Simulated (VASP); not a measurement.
# Ge3Te2S (Cmmm) in VASP: notebook

Runs on Ge3Te2S. Level: PBE. Tasks: single point, relaxation of cell and atoms.

Everything below comes from runs of VASP 6.6.1. Logs are shortened: lines on timing, memory, paths and dates and some standing lists are left out, and cuts for length are marked.

**1. The cell of the first run**

Symmetry: Cmmm, No. 65, orthorhombic system. The conventional cell has a = 7.256 Å, b = 7.884 Å, c = 6.260 Å, α = 90.00°, β = 90.00°, γ = 90.00°. Ge (site symmetry mmm) has 2 S at 3.13 Å and 4 Ge at 3.60 Å and 4 Te at 3.63 to 3.94 Å within 4.1 Å. Ge (site symmetry m2m) has 1 S at 1.77 Å and 1 Te at 2.17 Å within 2.3 Å. Within 2.9 Å of Te (site symmetry mmm) lie 2 Ge at 2.17 Å. Te (site symmetry mmm) has 2 Te at 3.13 Å and 8 Ge at 3.63 to 3.94 Å within 4.1 Å. S (site symmetry mmm) has 2 Ge at 1.77 Å within 2.3 Å.

The cell was built from a structure type or drawn by symmetry, and may not be a known phase.

**2. Single point, PBE**

The input, INCAR:

```
SYSTEM = Ge3Te2S
ALGO = Normal ; EDIFF = 1E-6
ENCUT = 520 ; GGA = PE
ISIF = 2 ; ISMEAR = 0
LASPH = .TRUE. ; LCHARG = .FALSE.
LREAL = .FALSE. ; LWAVE = .FALSE.
NBANDS = 39 ; NELM = 100
PREC = Accurate ; SIGMA = 0.1
```

The input, KPOINTS:

```
k-points
0
G
  4 4 4
  0 0 0
```

The input, POSCAR:

```
Ge3Te2S
1.0
    3.6278527500     -3.9421046000      0.0000000000
    3.6278527500      3.9421046000      0.0000000000
    0.0000000000      0.0000000000      6.2603115400
Ge Te S
3 2 1
Direct
    0.5000000000      0.5000000000      0.0000000000
    0.2757364200      0.7242635800      0.5000000000
    0.7242635800      0.2757364200      0.5000000000
    0.0000000000      0.0000000000      0.5000000000
    0.0000000000      0.0000000000      0.0000000000
    0.5000000000      0.5000000000      0.5000000000
```

Potentials or basis: VASP PAW PBE potentials, release 64 (Ge_d, Te, S).

The run is started by

```sh
$ cat potpaw_PBE.64/Ge_d/POTCAR potpaw_PBE.64/Te/POTCAR potpaw_PBE.64/S/POTCAR > POTCAR
$ mpirun -np 1 vasp_std > vasp.out
```

OUTCAR:

```text
SYSTEM = Ge3Te2S
   EDIFF = 1E-6
   ENCUT = 520
   GGA = PE
   ISIF = 2
   ISMEAR = 0
   LASPH = .TRUE.
   LREAL = .FALSE.
   NELM = 100
   PREC = Accurate

 ion  position               nearest neighbor table
   1  0.500  0.500  0.000-
   2  0.276  0.724  0.500-   6 1.77   4 2.17
   3  0.724  0.276  0.500-   6 1.77   4 2.17
   4  0.000  0.000  0.500-   2 2.17   3 2.17   5 3.13   5 3.13
   5  0.000  0.000  0.000-   4 3.13   4 3.13
   6  0.500  0.500  0.500-   2 1.77   3 1.77

  LATTYP: Found a base centered orthorhombic cell.
 ALAT       =     7.2557055000
 B/A-ratio  =     1.0866219970
 C/A-ratio  =     0.8628122434

  Lattice vectors:

 A1 = (   3.6278527500,  -3.9421046000,   0.0000000000)
 A2 = (   3.6278527500,   3.9421046000,   0.0000000000)
 A3 = (   0.0000000000,   0.0000000000,   6.2603115400)

Analysis of symmetry for initial positions (statically):
=====================================================================
 Subroutine PRICEL returns:
 Original cell was already a primitive cell.

 Routine SETGRP: Setting up the symmetry group for a
 base centered orthorhombic supercell.

 Subroutine GETGRP returns: Found  8 space group operations
 (whereof  8 operations were pure point group operations)
 out of a pool of  8 trial point group operations.

The static configuration has the point symmetry D_2h.

Analysis of symmetry for dynamics (positions and initial velocities):
=====================================================================
 Subroutine PRICEL returns:
 Original cell was already a primitive cell.

 Routine SETGRP: Setting up the symmetry group for a
 base centered orthorhombic supercell.

 Subroutine GETGRP returns: Found  8 space group operations
 (whereof  8 operations were pure point group operations)
 out of a pool of  8 trial point group operations.

The dynamic configuration has the point symmetry D_2h.

 Subroutine INISYM returns: Found  8 space group operations
 (whereof  8 operations are pure point group operations),
 and found     1 'primitive' translations

----------------------------------------------------------------------------------------

                                     Primitive cell

  volume of cell :     179.0621

  direct lattice vectors                    reciprocal lattice vectors
     3.627852750 -3.942104600  0.000000000     0.137822573 -0.126835802  0.000000000
     3.627852750  3.942104600  0.000000000     0.137822573  0.126835802  0.000000000
     0.000000000  0.000000000  6.260311540     0.000000000  0.000000000  0.159736459

  length of vectors
     5.357378487  5.357378487  6.260311540     0.187302916  0.187302916  0.159736459

  position of ions in fractional coordinates (direct lattice)
     0.500000000  0.500000000  0.000000000
     0.275736420  0.724263580  0.500000000
     0.724263580  0.275736420  0.500000000
     0.000000000  0.000000000  0.500000000
     0.000000000  0.000000000  0.000000000
     0.500000000  0.500000000  0.500000000

  ion indices of the primitive-cell ions
   primitive index   ion index
                 1           1
                 2           2
                 3           3
                 4           4
                 5           5
                 6           6

----------------------------------------------------------------------------------------

 KPOINTS: k-points

Automatic generation of k-mesh.
 Grid dimensions read from file:
 generate k-points for:    4    4    4

 Generating k-lattice:

  Cartesian coordinates                     Fractional coordinates (reciprocal lattice)
     0.034455643 -0.031708951  0.000000000     0.250000000  0.000000000  0.000000000
     0.034455643  0.031708951  0.000000000     0.000000000  0.250000000  0.000000000
     0.000000000  0.000000000  0.039934115     0.000000000  0.000000000  0.250000000

  Length of vectors
     0.046825729  0.046825729  0.039934115

  Shift w.r.t. Gamma in fractional coordinates (k-lattice)
     0.000000000  0.000000000  0.000000000

 Subroutine IBZKPT returns following result:
 ===========================================

 Found     21 irreducible k-points:

 Following reciprocal coordinates:
            Coordinates               Weight
  0.000000  0.000000  0.000000      1.000000
  0.250000 -0.000000  0.000000      4.000000
  0.500000 -0.000000  0.000000      2.000000
  0.250000  0.250000  0.000000      2.000000
  0.500000  0.250000  0.000000      4.000000
 -0.250000  0.250000  0.000000      2.000000
[... 13 lines left out ...]
 -0.250000  0.250000  0.500000      2.000000
  0.500000  0.500000  0.500000      1.000000
   k-points           NKPTS =     21   k-points in BZ     NKDIM =     21   number of bands    NBANDS=     39
   number of dos      NEDOS =    301   number of ions     NIONS =      6
   total plane-waves  NPLWV =  76800
   dimension x,y,z NGX =    40 NGY =   40 NGZ =   48
   dimension x,y,z NGXF=    80 NGYF=   80 NGZF=   96
   ions per type =               3   2   1
   NGX,Y,Z   is equivalent  to a cutoff of  12.41, 12.41, 12.75 a.u.
   NGXF,Y,Z  is equivalent  to a cutoff of  24.82, 24.82, 25.49 a.u.
 SYSTEM =  Ge3Te2S
   PREC   = accura    normal or accurate (medium, high low for compatibility)
   ISTART =      0    job   : 0-new  1-cont  2-samecut
   ICHARG =      2    charge: 1-file 2-atom 10-const
   ISPIN  =      1    spin polarized calculation?
   LNONCOLLINEAR =      F non collinear calculations
   LSORBIT =      F    spin-orbit coupling
   LASPH  =      T    aspherical Exc in radial PAW
   ENCUT  =  520.0 eV  38.22 Ry    6.18 a.u.   9.96  9.96 11.64*2*pi/ulx,y,z
   NELM   =    100;   NELMIN=  2; NELMDL= -5     # of ELM steps
   EDIFF  = 0.1E-05   stopping-criterion for ELM
   LREAL  =      F    real-space projection
   EDIFFG = 0.1E-04   stopping-criterion for IOM
   NSW    =      0    number of steps for IOM
   IBRION =     -1    ionic relax: 0-MD 1-quasi-New 2-CG
   NFREE  =      0    steps in history (QN), initial steepest desc. (CG)
   ISIF   =      2    stress and relaxation
   ISYM   =      2    0-nonsym 1-usesym 2-fastsym
   POTIM  = 0.5000    time-step for ionic-motion
   TEBEG  =    0.0;   TEEND  =   0.0 temperature during run
   PSTRESS=    0.0 pullay stress
   NELECT =      60.0000    total number of electrons
   NUPDOWN=      -1.0000    fix difference up-down
   EMIN   =  10.00;   EMAX   =-10.00  energy-range for DOS
   EFERMI =   0.00;   METHOD = LEGACY
   ISMEAR =     0;   SIGMA  =   0.10  broadening in eV -4-tet -1-fermi 0-gaus
   EFERMI_NEDOS =   21; number of points for ismear=-14 and -15
   IALGO  =     38    algorithm
   IMIX   =      4    mixing-type and parameters
     AMIX     =   0.40;   BMIX     =  1.00
     AMIX_MAG =   1.60;   BMIX_MAG =  1.00
  volume/ion in A,a.u.               =      29.84       201.40
  Fermi-wavevector in a.u.,A,eV,Ry     =   1.137079  2.148768 17.591637  1.292949
  Thomas-Fermi vector in A             =   2.273784
   LORBIT       =      0    0 simple, 1 ext, 2 COOP (PROOUT), +10 PAW based schemes
   GGA     = PE    functional components
   LHFCALC =     F    Hartree Fock is set to
   AEXX    =    0.0000 exact exchange contribution
   IVDW    =     0    specifies the selected vdW correction
   LEPSILON=     F    determine dielectric tensor
   LRPA    =     F    only Hartree local field effects (RPA)
 non-spin polarized calculation
 Gauss-broadening in eV      SIGMA  =   0.10
  energy-cutoff  :      520.00
  volume of cell :      179.06
 maximum number of plane-waves:      4844
   NGX = 19   NGY = 19   NGZ = 23

 number of electron      60.0000004 magnetization

 Free energy of the ion-electron system (eV)
  ---------------------------------------------------
  ext. energy  EPLUGINS =         0.00000000
  ---------------------------------------------------
  free energy    TOTEN  =       -11.07836947 eV

  energy without entropy =      -11.06288821  energy(sigma->0) =      -11.07062884

 E-fermi :   4.2725     XC(G=0):  -8.8008

 val. band max:        4.2725139012   @ k =   0.2500   0.2500   0.5000
 cond. band min:       4.2771312347   @ k =   0.0000   0.0000   0.5000
 fundamental gap:      0.0046173335
 Fermi energy:         4.2725349095

 k-point     1 :       0.0000    0.0000    0.0000
  band No.  band energies     occupation
      1     -21.8556      2.00000
      2     -21.7291      2.00000
      3     -21.3650      2.00000
      4     -21.3633      2.00000
      5     -21.3478      2.00000
      6     -21.3457      2.00000
[... 31 lines left out ...]
     38       8.8469      0.00000
     39       9.8987      0.00000

 k-point     2 :       0.2500   -0.0000    0.0000
  band No.  band energies     occupation
      1     -21.8593      2.00000
      2     -21.7250      2.00000
      3     -21.3649      2.00000
      4     -21.3633      2.00000
      5     -21.3478      2.00000
      6     -21.3457      2.00000
[... 31 lines left out ...]
     38       8.4399      0.00000
     39       9.1470      0.00000

 k-point     3 :       0.5000   -0.0000    0.0000
  band No.  band energies     occupation
      1     -21.8627      2.00000
      2     -21.7211      2.00000
      3     -21.3649      2.00000
      4     -21.3633      2.00000
      5     -21.3478      2.00000
      6     -21.3457      2.00000
[... 31 lines left out ...]
     38       9.0843      0.00000
     39       9.1547      0.00000

 k-point     4 :       0.2500    0.2500    0.0000
  band No.  band energies     occupation
      1     -21.8542      2.00000
      2     -21.7298      2.00000
      3     -21.3649      2.00000
      4     -21.3633      2.00000
      5     -21.3478      2.00000
      6     -21.3457      2.00000
[... 31 lines left out ...]
     38       9.6026      0.00000
     39      10.0698      0.00000
[... 628 lines left out ...]
     38       9.5464      0.00000
     39       9.6525      0.00000

 k-point    20 :      -0.2500    0.2500    0.5000
  band No.  band energies     occupation
      1     -21.8626      2.00000
      2     -21.7211      2.00000
      3     -21.3649      2.00000
      4     -21.3633      2.00000
      5     -21.3478      2.00000
      6     -21.3454      2.00000
[... 31 lines left out ...]
     38       8.5252      0.00000
     39       8.8806      0.00000

 k-point    21 :       0.5000    0.5000    0.5000
  band No.  band energies     occupation
      1     -21.8526      2.00000
      2     -21.7305      2.00000
      3     -21.3649      2.00000
      4     -21.3634      2.00000
      5     -21.3478      2.00000
      6     -21.3454      2.00000
[... 31 lines left out ...]
     38       9.1271      0.00000
     39       9.2251      0.00000

------------------------ aborting loop because EDIFF is reached ----------------------------------------

  FORCE on cell =-STRESS in cart. coord.  units (eV):
  Direction    XX          YY          ZZ          XY          YZ          ZX
  --------------------------------------------------------------------------------------
  -------------------------------------------------------------------------------------
  Total       -5.2614305     88.9272155     -3.4346949      0.0000000      0.0000000      0.0000000
  in kB      -47.0772066    795.6856752    -30.7322961      0.0000000      0.0000000      0.0000000
  external PRESSURE =     239.2920575 kB  Pullay stress =       0.0000000 kB

 VOLUME and BASIS-vectors are now :
 -----------------------------------------------------------------------------
  energy-cutoff  :      520.00
  volume of cell :      179.06
      direct lattice vectors                 reciprocal lattice vectors
     3.627852750 -3.942104600  0.000000000     0.137822573 -0.126835802  0.000000000
     3.627852750  3.942104600  0.000000000     0.137822573  0.126835802  0.000000000
     0.000000000  0.000000000  6.260311540     0.000000000  0.000000000  0.159736459

 POSITION                                       TOTAL-FORCE (eV/Angst)
 -----------------------------------------------------------------------------------
      3.62785      0.00000      0.00000         0.000000     -0.000000     -0.000000
      3.62785      1.76814      3.13016         0.000000      6.265813      0.000000
      3.62785     -1.76814      3.13016         0.000000     -6.265813     -0.000000
      0.00000      0.00000      3.13016         0.000000     -0.000000     -0.000000
      0.00000      0.00000      0.00000         0.000000     -0.000000     -0.000000
      3.62785      0.00000      3.13016         0.000000     -0.000000     -0.000000
 -----------------------------------------------------------------------------------
    total drift:                               -0.000000     -0.000000     -0.000000

  FREE ENERGIE OF THE ION-ELECTRON SYSTEM (eV)
  ---------------------------------------------------
  free  energy   TOTEN  =       -11.0783694726 eV

  energy  without entropy=      -11.0628882081  energy(sigma->0) =      -11.07062884
```

Wall time 64 s (1 thread of Intel Xeon 6975P-C (Granite Rapids), shared host); peak memory 0.33 GiB.

What came out:

```
Free energy            : -11.0784 eV
Pressure               : 23.9 GPa
Largest force          : 6.266 eV/Å
Band gap on the k mesh : zero (bands 30 and 31 overlap by 1.34 eV)
```

Forces on the atoms (eV/Å):
```
Ge   0.000  0.000  0.000
Ge   0.000  6.266  0.000
Ge   0.000 -6.266  0.000
Te   0.000  0.000  0.000
Te   0.000  0.000  0.000
S    0.000  0.000  0.000
```

Stress tensor (GPa, compression positive):
```
-4.71  0.00  0.00
 0.00 79.57  0.00
 0.00  0.00 -3.07
```

Caveat: the cell stands under pressure; spin-orbit coupling is left out, which moves the levels of the heavy elements; forces of over 1 eV/Å act on the atoms, so gaps and moduli don't describe the material at rest.

**3. Single point, PBE**

This run uses another cell than the first one, of 30.73 Å³/atom.

The input, INCAR:

```
SYSTEM = Ge3Te2S
  ALGO = Normal
  EDIFF = 1E-6
  ENCUT = 520
  GGA = PE
  ISIF = 2
  ISMEAR = 0
  LASPH = .TRUE.
  LCHARG = .FALSE.
  LREAL = .FALSE.
  LWAVE = .FALSE.
  NBANDS = 39
  NELM = 80
  PREC = Accurate
  SIGMA = 0.1
```

KPOINTS is that of step 2.

The input, POSCAR:

```
Ge3Te2S
1.0
    2.7585613178     -5.6166043327      0.0000000000
    2.7585613178      5.6166043327      0.0000000000
    0.0000000000      0.0000000000      5.9507332723
Ge Te S
3 2 1
Direct
    0.5000000000      0.5000000000      0.0000000000
    0.2654398337      0.7345601663      0.5000000000
    0.7345601663      0.2654398337      0.5000000000
    0.0000000000      0.0000000000      0.5000000000
    0.0000000000      0.0000000000      0.0000000000
    0.5000000000      0.5000000000      0.5000000000
```

Potentials or basis: VASP PAW PBE potentials, release 64 (Ge_d, Te, S).

The run is started by

```sh
$ cat potpaw_PBE.64/Ge_d/POTCAR potpaw_PBE.64/Te/POTCAR potpaw_PBE.64/S/POTCAR > POTCAR
$ mpirun -np 1 vasp_std > vasp.out
```

Wall time 71 s (1 thread of Intel Xeon 6975P-C (Granite Rapids), shared host); peak memory 0.4 GiB.

It converged, with:

```
Free energy            : -21.4055 eV
Pressure               : -0.1 GPa
Largest force          : 0.020 eV/Å
Band gap on the k mesh : zero (bands 30 and 31 overlap by 0.77 eV)
```

Forces on the atoms (eV/Å):
```
Ge   0.000  0.000  0.000
Ge   0.000 -0.020  0.000
Ge   0.000  0.020  0.000
Te   0.000  0.000  0.000
Te   0.000  0.000  0.000
S    0.000  0.000  0.000
```

Stress tensor (GPa, compression positive):
```
-0.06  0.00  0.00
 0.00  0.02  0.00
 0.00  0.00 -0.31
```

Levels at points of the mesh, in eV from the Fermi level:
```tsv
k point	band 26	band 27	band 28	band 29	band 30	band 31	band 32	band 33	band 34	band 35
(0.00, 0.00, 0.00)	-3.45	-2.68	-1.96	-0.16	0.33	1.27	2.05	2.50	2.73	3.19
(0.50, 0.00, 0.00)	-2.58	-1.91	-1.30	-0.09	0.34	0.52	0.53	1.36	2.20	2.64
(0.50, 0.50, 0.00)	-3.49	-2.79	-1.98	-1.37	-1.06	0.02	1.51	2.37	3.00	3.02
(0.00, 0.00, 0.50)	-2.65	-2.48	-2.16	-0.75	-0.36	0.27	0.29	1.24	2.80	3.06
(0.50, 0.00, 0.50)	-2.25	-1.96	-1.66	-1.36	-1.12	0.02	0.02	0.88	1.03	1.54
(0.50, 0.50, 0.50)	-3.07	-2.10	-1.96	-1.74	-0.66	0.01	0.03	1.27	1.41	2.56
```

Caveat: spin-orbit coupling is left out, which moves the levels of the heavy elements.

[end of part 1 of 2]
